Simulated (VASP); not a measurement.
A run of VASP 6.6.1:

File INCAR:

```
PREC     = Accurate       # precision mode
ENCUT    = 520            # plane-wave cutoff, eV
EDIFF    = 1E-6           # SCF threshold, eV
ISMEAR   = -1             # smearing method
SIGMA    = 0.02           # smearing width, eV
LREAL    = Auto         
LASPH    = T              # aspherical terms in the spheres
NELM     = 80             # most SCF steps
ALGO     = Normal         # electronic algorithm
ISIF     = 2              # what is computed and relaxed
LWAVE    = F              # write WAVECAR
LCHARG   = F              # write CHGCAR
GGA      = CA             # functional
NBANDS   = 66             # bands
```

The input KPOINTS:

```
regular mesh
0
Gamma
  2 2 1
```

Contents of POSCAR:

```
MgO
1.0
    6.1010590000      0.0000000000      0.0000000000
    3.0505290000      5.2836720000      0.0000000000
    0.0000000000      0.0000000000     19.2268670000
Mg O
12 12
Direct
    0.0000000000      0.0000000000      0.0520105538
    0.0000092254      0.4999931866      0.0520105538
    0.4999951648      0.0000000000      0.0520105538
    0.5000043902      0.4999931866      0.0520105538
    0.6610105009      0.6686826889      0.1818549013
    0.6728904649      0.1524507956      0.1871339725
    0.1566335016      0.6802655426      0.1888087123
    0.1550262605      0.1681595678      0.1908111186
    0.3091458821      0.3332152336      0.3138732899
    0.3413955203      0.8482547743      0.3116368361
    0.8243619554      0.3220487570      0.3173579970
    0.8327595514      0.8181809923      0.3111063285
    0.3333305588      0.8333409038      0.1167844974
    0.3333307966      0.3333287910      0.1167844974
    0.8333257236      0.8333409038      0.1167844974
    0.8333423519      0.3333287910      0.1167844974
    1.0083904611      0.4960943828      0.2295745844
    1.0138176842      0.0085357305      0.2314001548
    0.5103659291      0.4944478007      0.2333193442
    0.4920140957      0.0139297065      0.2388792724
    0.6750183194      0.1416060649      0.3451472359
    0.6647325504      0.6547151299      0.3452304528
    0.1467451757      0.1597752472      0.3532608823
    0.1579583611      0.6894826174      0.3528812052
```

Potentials or basis: VASP PAW LDA potentials, release 64 (Mg, O).

Launch:

```sh
$ cat potpaw_LDA.64/Mg/POTCAR potpaw_LDA.64/O/POTCAR > POTCAR
$ mpirun -np 1 vasp_std > vasp.out
```

Hardware: 1 thread of Intel(R) Xeon(R) 6975P-C (Granite Rapids), with other jobs on the host.

Question: Estimate the wall time of this run.

Answer: Run time: 8.6 min on 1 thread of Intel(R) Xeon(R) 6975P-C (Granite Rapids) (shared host), peak memory 0.57 GiB. Counts: scf iterations 49, k points 4.
